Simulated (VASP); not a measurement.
Write the native input for VASP 6.6.1 that does the following.

* Task: single point
* Functional: PBE
* Potentials or basis: VASP PAW PBE potentials, release 64 (Si)
* Cutoff: 520 eV
* k mesh: 6 × 6 × 6
* Occupations: methfessel-paxton, width 0.2 eV
* Spin: no spin polarisation
* Dipole correction: no
* Further INCAR settings: ALGO = Normal; EDIFF = 1e-07; NBANDS = 11

The structure of Si lies in POSCAR:

```
Si
1.0
    0.0000000000      2.7221188962      2.7221188962
    2.7221188962      0.0000000000      2.7221188962
    2.7221188962      2.7221188962      0.0000000000
Si
2
Direct
    0.0000000000      0.0000000000      0.0000000000
    0.2500000000      0.2500000000      0.2500000000
```

One way to write it, as run:

INCAR

```
  PREC = Accurate
  ENCUT = 520
  EDIFF = 1E-7
  ISMEAR = 1
  SIGMA = 0.2
  LREAL = F
  LASPH = T
  NELM = 60
  ALGO = Normal
  ISIF = 2
  LWAVE = F
  LCHARG = F
  GGA = PE
  NBANDS = 11
```

KPOINTS

```
regular mesh
0
Gamma
  6 6 6
```

Potentials or basis: VASP PAW PBE potentials, release 64 (Si).

Command:

```bash
$ cat potpaw_PBE.64/Si/POTCAR > POTCAR
$ mpirun -np 1 vasp_std > vasp.out
```

Results of the run:

```
Pressure               : 1.3 GPa
Band gap on the k mesh : 0.72 eV, indirect (least direct gap 2.56 eV)
```

It took 8.8 s on 1 thread of Intel(R) Xeon(R) Platinum 8259CL CPU @ 2.50GHz (Skylake/Cascade Lake), with other jobs on the host, peak memory 0.15 GiB.
